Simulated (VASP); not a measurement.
A run of VASP 6.6.1 is set up as follows.

Contents of INCAR:

```
PREC     = Accurate       # precision mode
ENCUT    = 520            # plane-wave cutoff, eV
EDIFF    = 1E-6           # SCF threshold, eV
ISMEAR   = 0              # smearing method
SIGMA    = 0.01           # smearing width, eV
LREAL    = F              # projectors in reciprocal space
LASPH    = T              # aspherical terms in the spheres
NELM     = 60             # most SCF steps
ALGO     = Normal         # electronic algorithm
ISIF     = 2              # what is computed and relaxed
LWAVE    = F              # write WAVECAR
LCHARG   = F              # write CHGCAR
GGA      = PE             # functional
IVDW     = 12             # dispersion correction
NBANDS   = 11             # bands
```

The input KPOINTS:

```
regular mesh
0
Gamma
  3 3 3
```

The input POSCAR:

```
BeS
1.0
    0.0000000000      2.4250000000      2.4250000000
    2.4250000000      0.0000000000      2.4250000000
    2.4250000000      2.4250000000      0.0000000000
Be S
1 1
Direct
    0.0000000000      0.0000000000      0.0000000000
    0.2500000000      0.2500000000      0.2500000000
```

Potentials or basis: VASP PAW PBE potentials, release 64 (Be, S).

Run with:

```console
$ cat potpaw_PBE.64/Be/POTCAR potpaw_PBE.64/S/POTCAR > POTCAR
$ mpirun -np 1 vasp_std > vasp.out
```

Question: What does it give for the band gap on the k mesh?

Answer: 3.79 eV, indirect (least direct gap 5.62 eV).

Question: Predict the pressure.

Answer: 0.2 GPa.

Question: Predict the dispersion energy per atom.

Answer: -0.301 eV.

Caveat: the k points lie up to 0.75 Å⁻¹ apart; three body term missing. A k mesh can miss the band edges.
